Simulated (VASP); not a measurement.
A run of VASP 6.6.1:

Contents of INCAR:

```
PREC = Accurate ; ENCUT = 520
EDIFF = 1E-7 ; ISMEAR = -1
SIGMA = 0.02 ; LREAL = False
LASPH = True ; NELM = 80
ALGO = Normal ; ISIF = 2
LWAVE = False ; LCHARG = False
GGA = PE ; NBANDS = 56
```

KPOINTS

```
Automatic mesh
0
Gamma
  6 6 6
```

The input POSCAR:

```
HfO2
1.0
    5.2465062900      0.0000000000      0.0000000000
    0.0000000000      5.0303689240      0.0000000000
    0.0000000000      0.0000000000      5.1604849953
Hf O
4 8
Direct
    0.0328811169      0.2665392819      0.2389995673
    0.4671188831      0.2665392819      0.7389995673
    0.5328811169      0.7334607181      0.2389995673
    0.9671188831      0.7334607181      0.7389995673
    0.3644572965      0.0664872391      0.3842094070
    0.1355427035      0.0664872391      0.8842094070
    0.7292760963      0.4630705913      0.4897910257
    0.7707239037      0.4630705913      0.9897910257
    0.2707239037      0.5369294087      0.9897910257
    0.2292760963      0.5369294087      0.4897910257
    0.8644572965      0.9335127609      0.3842094070
    0.6355427035      0.9335127609      0.8842094070
```

Potentials or basis: VASP PAW PBE potentials, release 64 (Hf_pv, O).

Launch:

```sh
$ cat potpaw_PBE.64/Hf_pv/POTCAR potpaw_PBE.64/O/POTCAR > POTCAR
$ mpirun -np 1 vasp_std > vasp.out
```

Hardware: 1 thread of Intel(R) Xeon(R) Platinum 8259CL CPU @ 2.50GHz (Skylake/Cascade Lake), on a shared host.

Task: How long does it take, and how much memory?

Result: Wall time 12 min on 1 thread of Intel(R) Xeon(R) Platinum 8259CL CPU @ 2.50GHz (Skylake/Cascade Lake) (shared host), peak memory 0.47 GiB. Counts: scf iterations 16, k points 64.
